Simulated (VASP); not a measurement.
HfSiO4: single point with PBE

The system is HfSiO4.

```
Hf Si O
1.0
     0.00000    3.28791    3.28791
     3.28791    0.00000    3.28791
     3.28791    3.28791    0.00000
Hf Si O
1 1 4
Direct
  0.00000 0.00000 0.00000
  0.75000 0.75000 0.75000
  0.87500 0.37500 0.87500
  0.87500 0.87500 0.37500
  0.87500 0.87500 0.87500
  0.37500 0.87500 0.87500
```

```
Program             : VASP 6.6.1
Task                : single point
Functional          : PBE
Potentials or basis : VASP PAW PBE potentials, release 64 (Hf_pv, Si, O)
Cutoff              : 520 eV
k mesh              : 4 × 4 × 4
Occupations         : gaussian, width 0.1 eV
Spin                : no spin polarisation
```

```json
{"Pressure": "309.0 GPa", "Band gap on the k mesh": "2.69 eV, indirect (least direct gap 4.84 eV)"}
```

Levels at points of the mesh, in eV from the valence-band top:
```tsv
k point	band 16	band 17	band 18	band 19	band 20	band 21	band 22	band 23
(0.00, 0.00, 0.00)	-2.90	-2.67	-2.67	-2.67	2.69	9.24	9.24	9.24
(0.50, 0.00, 0.00)	-2.88	-1.71	-0.88	-0.88	5.42	5.89	9.04	9.64
(0.50, 0.50, 0.00)	-4.27	-2.40	0.00	0.00	5.68	6.05	9.55	10.15
```

Wall time 8.8 s on 1 thread of Intel(R) Xeon(R) 6975P-C (Granite Rapids), with other jobs on the host, peak memory 0.21 GiB.

Caveat: spin-orbit coupling is left out, which moves the levels of the heavy elements. A k mesh can miss the band edges.
